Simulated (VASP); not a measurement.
# AlP (F-43m) in VASP: density of states with PBE

Aim: the density of states of AlP with PBE.

Everything below comes from runs of VASP 6.6.1. Logs are shortened: lines on timing, memory, paths and dates and some standing lists are left out, and cuts for length are marked.

**1. The cell of the first run**

It takes space group F-43m (No. 216, cubic). Conventional cell: a = 5.507 Å, b = 5.507 Å, c = 5.507 Å, α = 90.00°, β = 90.00°, γ = 90.00°. Within 3.1 Å of Al (site symmetry -43m) lie 4 P at 2.38 Å. Within 3.1 Å of P (site symmetry -43m) lie 4 Al at 2.38 Å.

**2. Density of states, PBE**

The input, POSCAR:

```
AlP
1.0
    0.0000000000      2.7534005778      2.7534005778
    2.7534005778      0.0000000000      2.7534005778
    2.7534005778      2.7534005778      0.0000000000
Al P
1 1
Direct
    0.0000000000      0.0000000000      0.0000000000
    0.2500000000      0.2500000000      0.2500000000
```

The input, INCAR.step1:

```
SYSTEM = AlP
ALGO = Normal
EDIFF = 1E-6
ENCUT = 400
GGA = PE
GGA_COMPAT = .False.
ISIF = 2
ISMEAR = 0
LASPH = .True.
LCHARG = .True.
LORBIT = 11
LREAL = .False.
LWAVE = .False.
NBANDS = 11
NEDOS = 2001
NELM = 120
PREC = Accurate
SIGMA = 0.02
```

The input, KPOINTS.step1:

```
k-points
0
Gamma
  8 8 8
  0 0 0
```

The input, INCAR.step2:

```
SYSTEM = AlP
ALGO = Normal
EDIFF = 1E-6
ENCUT = 400
GGA = PE
GGA_COMPAT = .False.
ICHARG = 11
ISIF = 2
ISMEAR = -5
LASPH = .True.
LCHARG = .False.
LORBIT = 11
LREAL = .False.
LWAVE = .False.
NEDOS = 1001
NELM = 120
PREC = Accurate
SIGMA = 0.02
```

The input, KPOINTS.step2:

```
k-points
0
Gamma
  12 12 12
  0 0 0
```

Potentials or basis: VASP PAW PBE potentials, release 64 (Al, P).

On the command line:

```
cat potpaw_PBE.64/Al/POTCAR potpaw_PBE.64/P/POTCAR > POTCAR
cp INCAR.step1 INCAR
cp KPOINTS.step1 KPOINTS
mpirun -np 1 vasp_std > vasp.out
cp INCAR.step2 INCAR
cp KPOINTS.step2 KPOINTS
mpirun -np 1 vasp_std > vasp.out
```

OUTCAR:

```text
SYSTEM = AlP
   EDIFF = 1E-6
   ENCUT = 400
   GGA = PE
   ICHARG = 11
   ISIF = 2
   ISMEAR = -5
   LASPH = .True.
   LORBIT = 11
   LREAL = .False.
   NELM = 120
   PREC = Accurate

 ion  position               nearest neighbor table
   1  0.000  0.000  0.000-   2 2.38   2 2.38   2 2.38   2 2.38
   2  0.250  0.250  0.250-   1 2.38   1 2.38   1 2.38   1 2.38

  LATTYP: Found a face centered cubic cell.
 ALAT       =     5.5068011556

  Lattice vectors:

 A1 = (   0.0000000000,   2.7534005778,   2.7534005778)
 A2 = (   2.7534005778,   0.0000000000,   2.7534005778)
 A3 = (   2.7534005778,   2.7534005778,   0.0000000000)

Analysis of symmetry for initial positions (statically):
=====================================================================
 Subroutine PRICEL returns:
 Original cell was already a primitive cell.

 Routine SETGRP: Setting up the symmetry group for a
 face centered cubic supercell.

 Subroutine GETGRP returns: Found 24 space group operations
 (whereof 24 operations were pure point group operations)
 out of a pool of 48 trial point group operations.

The static configuration has the point symmetry T_d .

Analysis of symmetry for dynamics (positions and initial velocities):
=====================================================================
 Subroutine PRICEL returns:
 Original cell was already a primitive cell.

 Routine SETGRP: Setting up the symmetry group for a
 face centered cubic supercell.

 Subroutine GETGRP returns: Found 24 space group operations
 (whereof 24 operations were pure point group operations)
 out of a pool of 48 trial point group operations.

The dynamic configuration has the point symmetry T_d .

 Subroutine INISYM returns: Found 24 space group operations
 (whereof 24 operations are pure point group operations),
 and found     1 'primitive' translations

----------------------------------------------------------------------------------------

                                     Primitive cell

  volume of cell :      41.7482

  direct lattice vectors                    reciprocal lattice vectors
     0.000000000  2.753400578  2.753400578    -0.181593628  0.181593628  0.181593628
     2.753400578  0.000000000  2.753400578     0.181593628 -0.181593628  0.181593628
     2.753400578  2.753400578  0.000000000     0.181593628  0.181593628 -0.181593628

  length of vectors
     3.893896440  3.893896440  3.893896440     0.314529390  0.314529390  0.314529390

  position of ions in fractional coordinates (direct lattice)
     0.000000000  0.000000000  0.000000000
     0.250000000  0.250000000  0.250000000

  ion indices of the primitive-cell ions
   primitive index   ion index
                 1           1
                 2           2

----------------------------------------------------------------------------------------

 KPOINTS: k-points

Automatic generation of k-mesh.
 Grid dimensions read from file:
 generate k-points for:   12   12   12

 Generating k-lattice:

  Cartesian coordinates                     Fractional coordinates (reciprocal lattice)
    -0.015132802  0.015132802  0.015132802     0.083333333  0.000000000  0.000000000
     0.015132802 -0.015132802  0.015132802     0.000000000  0.083333333  0.000000000
     0.015132802  0.015132802 -0.015132802     0.000000000  0.000000000  0.083333333

  Length of vectors
     0.026210782  0.026210782  0.026210782

  Shift w.r.t. Gamma in fractional coordinates (k-lattice)
     0.000000000  0.000000000  0.000000000

 TETIRR: Found    247 inequivalent tetrahedra from    10368

 Subroutine IBZKPT returns following result:
 ===========================================

 Found     72 irreducible k-points:

 Following reciprocal coordinates:
            Coordinates               Weight
  0.000000  0.000000  0.000000      1.000000
  0.083333  0.000000  0.000000      8.000000
  0.166667  0.000000  0.000000      8.000000
  0.250000  0.000000  0.000000      8.000000
  0.333333  0.000000  0.000000      8.000000
  0.416667  0.000000  0.000000      8.000000
[... 16 lines left out ...]
  0.500000  0.166667  0.000000     24.000000
 -0.416667  0.166667  0.000000     24.000000
 [... further k-points ...]
   k-points           NKPTS =     72   k-points in BZ     NKDIM =     72   number of bands    NBANDS=      8
   number of dos      NEDOS =   1001   number of ions     NIONS =      2
   total plane-waves  NPLWV =  21952
   dimension x,y,z NGX =    28 NGY =   28 NGZ =   28
   dimension x,y,z NGXF=    56 NGYF=   56 NGZF=   56
   ions per type =               1   1
   NGX,Y,Z   is equivalent  to a cutoff of  11.95, 11.95, 11.95 a.u.
   NGXF,Y,Z  is equivalent  to a cutoff of  23.91, 23.91, 23.91 a.u.
 SYSTEM =  AlP
   PREC   = accura    normal or accurate (medium, high low for compatibility)
   ISTART =      0    job   : 0-new  1-cont  2-samecut
   ICHARG =     11    charge: 1-file 2-atom 10-const
   ISPIN  =      1    spin polarized calculation?
   LNONCOLLINEAR =      F non collinear calculations
   LSORBIT =      F    spin-orbit coupling
   LASPH  =      T    aspherical Exc in radial PAW
   ENCUT  =  400.0 eV  29.40 Ry    5.42 a.u.   6.35  6.35  6.35*2*pi/ulx,y,z
   NELM   =    120;   NELMIN=  2; NELMDL=  0     # of ELM steps
   EDIFF  = 0.1E-05   stopping-criterion for ELM
   LREAL  =      F    real-space projection
   EDIFFG = 0.1E-04   stopping-criterion for IOM
   NSW    =      0    number of steps for IOM
   IBRION =     -1    ionic relax: 0-MD 1-quasi-New 2-CG
   NFREE  =      0    steps in history (QN), initial steepest desc. (CG)
   ISIF   =      2    stress and relaxation
   ISYM   =      2    0-nonsym 1-usesym 2-fastsym
   POTIM  = 0.5000    time-step for ionic-motion
   TEBEG  =    0.0;   TEEND  =   0.0 temperature during run
   PSTRESS=    0.0 pullay stress
   NELECT =       8.0000    total number of electrons
   NUPDOWN=      -1.0000    fix difference up-down
   EMIN   =  10.00;   EMAX   =-10.00  energy-range for DOS
   EFERMI =   0.00;   METHOD = LEGACY
   ISMEAR =    -5;   SIGMA  =   0.02  broadening in eV -4-tet -1-fermi 0-gaus
   EFERMI_NEDOS =   21; number of points for ismear=-14 and -15
   IALGO  =     38    algorithm
   IMIX   =      4    mixing-type and parameters
     AMIX     =   0.40;   BMIX     =  1.00
     AMIX_MAG =   1.60;   BMIX_MAG =  1.00
  volume/ion in A,a.u.               =      20.87       140.87
  Fermi-wavevector in a.u.,A,eV,Ry     =   0.943826  1.783573 12.120181  0.890808
  Thomas-Fermi vector in A             =   2.071572
   LORBIT       =     11    0 simple, 1 ext, 2 COOP (PROOUT), +10 PAW based schemes
   GGA     = PE    functional components
   LHFCALC =     F    Hartree Fock is set to
   AEXX    =    0.0000 exact exchange contribution
   IVDW    =     0    specifies the selected vdW correction
   LEPSILON=     F    determine dielectric tensor
   LRPA    =     F    only Hartree local field effects (RPA)
 non-spin polarized calculation
 Fermi weights with tetrahedron method with Bloechl corrections
  energy-cutoff  :      400.00
  volume of cell :       41.75
 maximum number of plane-waves:       769
 NGX is ok and might be reduce to    28

 number of electron       8.0000001 magnetization

 Free energy of the ion-electron system (eV)
  ---------------------------------------------------
  ext. energy  EPLUGINS =         0.00000000
  ---------------------------------------------------
  free energy    TOTEN  =       -10.37730349 eV

  energy without entropy =      -10.37730349  energy(sigma->0) =      -10.37730349

 E-fermi :   4.3643     XC(G=0):  -9.1096

 val. band max:        4.3491408603   @ k =   0.0000   0.0000   0.0000
 cond. band min:       5.9780527847   @ k =   0.5000   0.5000   0.0000
 fundamental gap:      1.6289119244
 Fermi energy:         4.3642727524

 k-point     1 :       0.0000    0.0000    0.0000
  band No.  band energies     occupation
      1      -7.0114      2.00000
      2       4.3491      2.00000
      3       4.3491      2.00000
      4       4.3491      2.00000
      5       7.4367      0.00000
      6       8.8746      0.00000
      7       8.8746      0.00000
      8       8.8746      0.00000

 k-point     2 :       0.0833    0.0000    0.0000
  band No.  band energies     occupation
      1      -6.9364      2.00000
      2       3.7191      2.00000
      3       4.2807      2.00000
      4       4.2807      2.00000
      5       7.8029      0.00000
      6       9.0022      0.00000
      7       9.0097      0.00000
      8       9.0097      0.00000

 k-point     3 :       0.1667    0.0000    0.0000
  band No.  band energies     occupation
      1      -6.7173      2.00000
      2       2.4966      2.00000
      3       4.1123      2.00000
      4       4.1123      2.00000
      5       7.8516      0.00000
      6       9.3003      0.00000
      7       9.3003      0.00000
      8       9.8761      0.00000

 k-point     4 :       0.2500    0.0000    0.0000
  band No.  band energies     occupation
      1      -6.3742      2.00000
      2       1.2211      2.00000
      3       3.9162      2.00000
      4       3.9162      2.00000
      5       7.5729      0.00000
      6       9.4614      0.00000
      7       9.4614      0.00000
      8      11.1217      0.00000

 k-point     5 :       0.3333    0.0000    0.0000
  band No.  band energies     occupation
      1      -5.9551      2.00000
      2       0.0876      2.00000
      3       3.7481      2.00000
      4       3.7481      2.00000
      5       7.3045      0.00000
      6       9.3745      0.00000
      7       9.3745      0.00000
      8      12.1460      0.00000
[... 177 lines left out ...]
 k-point    22 :       0.4167    0.1667    0.0000
  band No.  band energies     occupation
      1      -5.5948      2.00000
      2      -0.1231      2.00000
      3       2.6857      2.00000
      4       3.1386      2.00000
      5       7.6424      0.00000
      6       9.4608      0.00000
      7      10.5087      0.00000
      8      10.5223      0.00000

 k-point    23 :       0.5000    0.1667    0.0000
  band No.  band energies     occupation
      1      -5.2781      2.00000
      2      -0.7277      2.00000
      3       2.3918      2.00000
      4       3.1794      2.00000
      5       7.6405      0.00000
      6       9.3678      0.00000
      7      10.2505      0.00000
      8      11.6638      0.00000

 k-point    24 :      -0.4167    0.1667    0.0000
  band No.  band energies     occupation
      1      -5.2277      2.00000
      2      -0.8134      2.00000
      3       2.2106      2.00000
      4       3.3218      2.00000
      5       7.7747      0.00000
      6       9.3367      0.00000
      7      10.0607      0.00000
      8      12.5407      0.00000

 [... further k-points ...]
[... 5 lines left out ...]
  --------------------------------------------------------------------------------------
  -------------------------------------------------------------------------------------
  Total       -0.0182963     -0.0182963     -0.0182963      0.0000000      0.0000000     -0.0000000
  in kB       -0.7021596     -0.7021596     -0.7021596      0.0000000      0.0000000     -0.0000000
  external PRESSURE =      -0.7021596 kB  Pullay stress =       0.0000000 kB

 VOLUME and BASIS-vectors are now :
 -----------------------------------------------------------------------------
  energy-cutoff  :      400.00
  volume of cell :       41.75
      direct lattice vectors                 reciprocal lattice vectors
     0.000000000  2.753400578  2.753400578    -0.181593628  0.181593628  0.181593628
     2.753400578  0.000000000  2.753400578     0.181593628 -0.181593628  0.181593628
     2.753400578  2.753400578  0.000000000     0.181593628  0.181593628 -0.181593628

 POSITION                                       TOTAL-FORCE (eV/Angst)
 -----------------------------------------------------------------------------------
      0.00000      0.00000      0.00000        -0.000000     -0.000000      0.000000
      1.37670      1.37670      1.37670         0.000000      0.000000     -0.000000
 -----------------------------------------------------------------------------------
    total drift:                               -0.000000     -0.000000     -0.000000

  FREE ENERGIE OF THE ION-ELECTRON SYSTEM (eV)
  ---------------------------------------------------
  free  energy   TOTEN  =       -10.3773034877 eV

  energy  without entropy=      -10.3773034877  energy(sigma->0) =      -10.37730349

 total charge

# of ion       s       p       d       tot
------------------------------------------
    1        0.394   0.375   0.000   0.769
    2        1.010   1.579   0.000   2.590
--------------------------------------------------
tot          1.405   1.954   0.000   3.359
```

It took 33 s on 1 thread of Intel Xeon 8259CL, shared host; peak memory 0.15 GiB.

What came out:

- Valence electrons inside the program's atomic spheres: Al 0.77; P 2.59
